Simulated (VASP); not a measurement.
# Zn12O (a cell with a defect) in VASP: single point with PBEsol

Aim: the single point of Zn12O (a cell with a defect) with PBEsol.

Everything below comes from runs of VASP 6.6.1. Logs are shortened: lines on timing, memory, paths and dates and some standing lists are left out, and cuts for length are marked.

### Step 1. The cell of the first run

The cell holds a defect, 13 atoms: a = 5.320 Å, b = 7.980 Å, c = 4.937 Å, α = 90.00°, β = 90.00°, γ = 120.00°.

### Step 2. Single point, PBEsol

INCAR reads:

```
SYSTEM = Zn12O
PREC = Accurate
ENCUT = 520
EDIFF = 1E-7
ISMEAR = 0
SIGMA = 0.15
LREAL = .False.
LASPH = .True.
NELM = 60
ALGO = Normal
ISIF = 2
LWAVE = .False.
LCHARG = .False.
GGA = PS
NBANDS = 87
```

KPOINTS reads:

```
regular mesh
0
Gamma
  5 3 4
  0 0 0
```

POSCAR reads:

```
Zn12O
1.0
    5.3200000000      0.0000000000      0.0000000000
   -3.9900000000      6.9108830000      0.0000000000
    0.0000000000      0.0000000000      4.9369600000
Zn O
12 1
Direct
    0.0034117275      0.0044707746     -0.0064839496
    0.1766119071      0.2189822921      0.5342625826
   -0.0056833037      0.3321794046     -0.0191508540
    0.1255788159      0.5198594738      0.4256777450
   -0.0074164661      0.6759351880      0.0336765945
    0.1690066677      0.8857439780      0.5292449200
    0.4917487860      0.0046001358      0.0140078105
    0.6552850500      0.2110367083      0.5382462082
    0.4987604964      0.3395069776      0.0242197628
    0.6976801889      0.5374988985      0.5163853870
    0.4925881591      0.6717889740     -0.0040223133
    0.7065223499      0.9276195242      0.4358181958
    0.4953978512      0.6746372352      0.5948261683
```

Potentials or basis: VASP PAW PBE potentials, release 64 (Zn, O).

The run is started by

```
> cat potpaw_PBE.64/Zn/POTCAR potpaw_PBE.64/O/POTCAR > POTCAR
> mpirun -np 1 vasp_std > vasp.out
```

OUTCAR:

```text
SYSTEM = Zn12O
   PREC = Accurate
   ENCUT = 520
   EDIFF = 1E-7
   ISMEAR = 0
   LREAL = .False.
   LASPH = .True.
   NELM = 60
   ISIF = 2
   GGA = PS

 ion  position               nearest neighbor table
   1  0.003  0.004  0.994-  12 2.58   7 2.60   5 2.60   3 2.64   9 2.66  11 2.69   2 2.71   7 2.72
                             6 2.79
   2  0.177  0.219  0.534-  12 2.47   8 2.58   4 2.60   6 2.64  10 2.67   1 2.71   3 2.74   8 2.74
                             9 2.84   9 2.92
   3  0.994  0.332  0.981-   4 2.55   1 2.64   7 2.65   9 2.66   9 2.67  11 2.68   8 2.69   2 2.74
                             5 2.76   4 3.03
   4  0.126  0.520  0.426-  13 1.91  10 2.39   8 2.54   3 2.55   5 2.58   2 2.60  11 2.72   6 2.86
                            10 3.01   3 3.03
   5  0.993  0.676  0.034-   4 2.58   1 2.60   7 2.64  11 2.65   9 2.66  11 2.68   3 2.76  10 2.76
                             6 2.85   6 2.88  10 2.91
   6  0.169  0.886  0.529-   8 2.59   2 2.64  10 2.65  12 2.68  12 2.75   1 2.79   7 2.82   5 2.85
                             4 2.86   5 2.88   7 2.95
   7  0.492  0.005  0.014-  12 2.59   1 2.60   5 2.64   3 2.65   9 2.65  11 2.66   1 2.72   8 2.75
                             6 2.82   6 2.95   8 2.96
   8  0.655  0.211  0.538-  12 2.46  10 2.50   4 2.54   2 2.58   6 2.59   3 2.69   2 2.74   7 2.75
                             9 2.89   7 2.96   9 3.01
   9  0.499  0.340  0.024-   7 2.65   5 2.66   1 2.66   3 2.66  11 2.67   3 2.67  10 2.80   2 2.84
                            10 2.87   8 2.89   2 2.92   8 3.01
  10  0.698  0.537  0.516-  13 1.92   4 2.39   8 2.50   6 2.65   2 2.67   5 2.76   9 2.80   9 2.87
                             5 2.91   4 3.01  11 3.02
  11  0.493  0.672  0.996-  13 1.98   5 2.65   7 2.66   9 2.67   3 2.68   5 2.68   1 2.69   4 2.72
                            12 2.80  10 3.02
  12  0.707  0.928  0.436-  13 1.92   8 2.46   2 2.47   1 2.58   7 2.59   6 2.68   6 2.75  11 2.80

  13  0.495  0.675  0.595-   4 1.91  10 1.92  12 1.92  11 1.98

  LATTYP: Found a simple monoclinic cell.
 ALAT       =     5.3200000000
 B/A-ratio  =     0.9280000000
 C/A-ratio  =     1.3228757068
 COS(beta)  =    -0.1889822292

  Lattice vectors:

 A1 = (   5.3200000000,   0.0000000000,   0.0000000000)
 A2 = (   0.0000000000,   0.0000000000,   4.9369600000)
 A3 = (  -1.3300000000,  -6.9108830000,   0.0000000000)

Analysis of symmetry for initial positions (statically):
=====================================================================
 Subroutine PRICEL returns:
 Original cell was already a primitive cell.

 Routine SETGRP: Setting up the symmetry group for a
 simple monoclinic supercell.

 Subroutine GETGRP returns: Found  1 space group operations
[... 155 lines left out ...]
   EFERMI_NEDOS =   21; number of points for ismear=-14 and -15
   IALGO  =     38    algorithm
   IMIX   =      4    mixing-type and parameters
     AMIX     =   0.40;   BMIX     =  1.00
     AMIX_MAG =   1.60;   BMIX_MAG =  1.00
  volume/ion in A,a.u.               =      13.96        94.22
  Fermi-wavevector in a.u.,A,eV,Ry     =   1.536280  2.903148 32.111867  2.360156
  Thomas-Fermi vector in A             =   2.642951
   LORBIT       =      0    0 simple, 1 ext, 2 COOP (PROOUT), +10 PAW based schemes
   GGA     = PS    functional components
   LHFCALC =     F    Hartree Fock is set to
   AEXX    =    0.0000 exact exchange contribution
   IVDW    =     0    specifies the selected vdW correction
   LEPSILON=     F    determine dielectric tensor
   LRPA    =     F    only Hartree local field effects (RPA)
 non-spin polarized calculation
 Gauss-broadening in eV      SIGMA  =   0.15
  energy-cutoff  :      520.00
  volume of cell :      181.51
 maximum number of plane-waves:      4908
   NGX = 19   NGY = 29   NGZ = 19

 number of electron     150.0000010 magnetization

 Free energy of the ion-electron system (eV)
  ---------------------------------------------------
  ext. energy  EPLUGINS =         0.00000000
  ---------------------------------------------------
  free energy    TOTEN  =       -25.82165358 eV

  energy without entropy =      -25.79902358  energy(sigma->0) =      -25.81033858

 E-fermi :   3.2905     XC(G=0): -11.9214

 val. band max:        3.2294167464   @ k =   0.2000   0.0000   0.2500
 cond. band min:       3.3422700515   @ k =  -0.4000   0.3333   0.0000
 fundamental gap:      0.1128533052
 Fermi energy:         3.2904671819

 k-point     1 :       0.0000    0.0000    0.0000
  band No.  band energies     occupation
      1     -16.4401      2.00000
      2      -7.0417      2.00000
      3      -5.6127      2.00000
      4      -5.4337      2.00000
      5      -5.3054      2.00000
      6      -5.1943      2.00000
[... 2149 lines left out ...]
     86       8.3016      0.00000
     87       9.2387      0.00000

 [... further k-points ...]

------------------------ aborting loop because EDIFF is reached ----------------------------------------

  FORCE on cell =-STRESS in cart. coord.  units (eV):
  Direction    XX          YY          ZZ          XY          YZ          ZX
  --------------------------------------------------------------------------------------
  -------------------------------------------------------------------------------------
  Total        4.5085748      3.0933318     -0.5680320     -0.3642638      0.1251794      0.0556715
  in kB       39.7965186     27.3043789     -5.0139342     -3.2153020      1.1049396      0.4914043
  external PRESSURE =      20.6956544 kB  Pullay stress =       0.0000000 kB

 VOLUME and BASIS-vectors are now :
 -----------------------------------------------------------------------------
  energy-cutoff  :      520.00
  volume of cell :      181.51
      direct lattice vectors                 reciprocal lattice vectors
     5.320000000  0.000000000  0.000000000     0.187969925  0.108524482  0.000000000
    -3.990000000  6.910883000  0.000000000     0.000000000  0.144699310  0.000000000
     0.000000000  0.000000000  4.936960000     0.000000000  0.000000000  0.202553798

 POSITION                                       TOTAL-FORCE (eV/Angst)
 -----------------------------------------------------------------------------------
      0.00031      0.03090      4.90495        -0.003557      0.006664     -0.007915
      0.06584      1.51336      2.63763         0.011035      0.006507     -0.004701
      3.96437      2.29565      4.84241        -0.003257     -0.001412     -0.020504
     -1.40616      3.59269      2.10155        -0.034282     -0.050880     -0.063127
      2.58356      4.67131      0.16626        -0.009757     -0.000482      0.002129
     -2.63500      6.12127      2.61286         0.006032     -0.005480     -0.003132
      2.59775      0.03179      0.06916        -0.004702      0.006896      0.002465
      2.64408      1.45845      2.65730        -0.001432      0.000823     -0.002476
      1.29877      2.34629      0.11957        -0.002332      0.003486      0.020785
      1.56704      3.71459      2.54937         0.066319     -0.030568      0.029723
     -0.05987      4.64266      4.91710        -0.011750     -0.003064      0.051159
      0.05750      6.41067      2.15162         0.011121      0.051844     -0.030643
     -0.05629      4.66234      2.93663        -0.023439      0.015669      0.026238
 -----------------------------------------------------------------------------------
    total drift:                               -0.000136      0.000310     -0.000245

  FREE ENERGIE OF THE ION-ELECTRON SYSTEM (eV)
  ---------------------------------------------------
  free  energy   TOTEN  =       -25.8216535835 eV

  energy  without entropy=      -25.7990235809  energy(sigma->0) =      -25.81033858
```

stdout:

```text
POSCAR found type information on POSCAR ZnO
 POSCAR found :  2 types and      13 ions
 scaLAPACK will be used
 -----------------------------------------------------------------------------
|                                                                             |
|                                                                             |
|     You enforced a specific xc type in the INCAR file but a different       |
|     I HOPE YOU KNOW WHAT YOU ARE DOING!                                     |
|                                                                             |
 -----------------------------------------------------------------------------

 LDA part: xc-table for (Slater+PW92), standard interpolation
 POSCAR, INCAR and KPOINTS ok, starting setup
 FFT: planning ... GRIDC
 FFT: planning ... GRID_SOFT
 FFT: planning ... GRID
 WAVECAR not read
 entering main loop
```

Run time: 13 min. Hardware: 1 thread of Intel Xeon Platinum 8259CL at 2.50GHz (Skylake/Cascade Lake), shared host; peak memory 0.51 GiB.

What came out:

```
Free energy            : -25.8217 eV
Pressure               : 2.1 GPa
Largest force          : 0.088 eV/Å
Band gap on the k mesh : zero (bands 75 and 76 overlap by 0.90 eV)
```

Forces on the atoms (eV/Å):
```
Zn  -0.004  0.007 -0.008
Zn   0.011  0.007 -0.005
Zn  -0.003 -0.001 -0.021
Zn  -0.034 -0.051 -0.063
Zn  -0.010  0.000  0.002
Zn   0.006 -0.005 -0.003
Zn  -0.005  0.007  0.002
Zn  -0.001  0.001 -0.002
Zn  -0.002  0.003  0.021
Zn   0.066 -0.031  0.030
Zn  -0.012 -0.003  0.051
Zn   0.011  0.052 -0.031
O   -0.023  0.016  0.026
```

Stress tensor (GPa, compression positive):
```
 3.98 -0.32  0.05
-0.32  2.73  0.11
 0.05  0.11 -0.50
```

Caveat: the PAW data sets were made with another functional, which shifts forces and pressure a little.

The gap in the log of VASP goes by the Fermi energy; the results here count the filled bands.